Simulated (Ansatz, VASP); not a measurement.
**Ag: VASP beside Ansatz**

Contents of INCAR:

```
SYSTEM = Ag
ALGO     = Normal         ! electronic algorithm
DIPOL    = 0.5 0.5 0.670
EDIFF    = 1E-6           ! SCF threshold, eV
ENCUT    = 400            ! plane-wave cutoff, eV
GGA      = PE             ! functional
GGA_COMPAT= .FALSE.      
IDIPOL   = 3            
ISIF     = 2              ! what is computed and relaxed
ISMEAR   = 1              ! smearing method
LASPH    = .TRUE.         ! aspherical terms in the spheres
LCHARG   = .FALSE.        ! write CHGCAR
LDIPOL   = .TRUE.       
LREAL    = .FALSE.        ! projectors in reciprocal space
LWAVE    = .FALSE.        ! write WAVECAR
NBANDS   = 30             ! bands
NELM     = 120            ! most SCF steps
NELMDL   = -8           
PREC     = Accurate       ! precision mode
SIGMA    = 0.1            ! smearing width, eV
```

Contents of KPOINTS:

```
k-points
0
G
  12 12 1
  0 0 0
```

File POSCAR:

```
Ag
1.0
    3.0028735415      0.0000000000      0.0000000000
    0.0000000000      3.0028735415      0.0000000000
    0.0000000000      0.0000000000     27.3269002605
Ag
4
Direct
    0.5000000000      0.5000000000      0.5604469011
    0.0000000000      0.0000000000      0.6333304081
    0.5000000000      0.5000000000      0.7063576688
    1.0000000000      1.0000000000      0.7779754697
```

Input for Ansatz:

```yaml
crystal:
  lattice:
    - [3.0028735415, 0.0, 0.0]
    - [0.0, 3.0028735415, 0.0]
    - [0.0, 0.0, 27.3269002605]
  atoms:
    - { symbol: Ag, position: [0.5, 0.5, 0.5604469011] }
    - { symbol: Ag, position: [0.0, 0.0, 0.6333304081] }
    - { symbol: Ag, position: [0.5, 0.5, 0.7063576688] }
    - { symbol: Ag, position: [1.0, 1.0, 0.7779754697] }
basis:
  ecutwfc: 420
kpoints:
  mp_grid: { grid: [12, 12, 1] }
hamiltonian:
  xc: pbe
  pseudopotentials: { kind: paw, azcp: { folder: soft_1 } }
scf:
  occupations: { method: methfessel_paxton, width: 0.1 }
  n_extra_bands: 8
  max_iter: 160
output:
  forces: true
  eigenvalues: true
efield:
  axis: 3
  dipole_correction: true
```

Alike in both runs: task single point; functional PBE; k mesh 12 × 12 × 1; occupations methfessel-paxton of order 1, width 0.1 eV; no spin polarisation.

|  | VASP | Ansatz |
| --- | --- | --- |
| version | VASP 6.6.1 | Ansatz 0.2.0 |
| potentials or method | VASP PAW PBE potentials, release 64 (Ag), cutoff 400 eV | scalar-relativistic, plane waves, PAW |
| valence electrons in the cell | 44 | 76 |

VASP gave:

* gap on the k mesh at the Fermi level (eV): none
* rms of the force components (eV/Å): 0.041

Which values does Ansatz return?

gap on the k mesh at the Fermi level (eV): none; rms of the force components (eV/Å): 0.040.

Atom by atom the forces differ by 0.003 eV/Å (rms over components). A gap of «none» marks a metal or a gap that the smearing closes. VASP's potentials hold 44 valence electrons a cell and Ansatz's 76, so a difference there can come from the potentials and not from the codes.
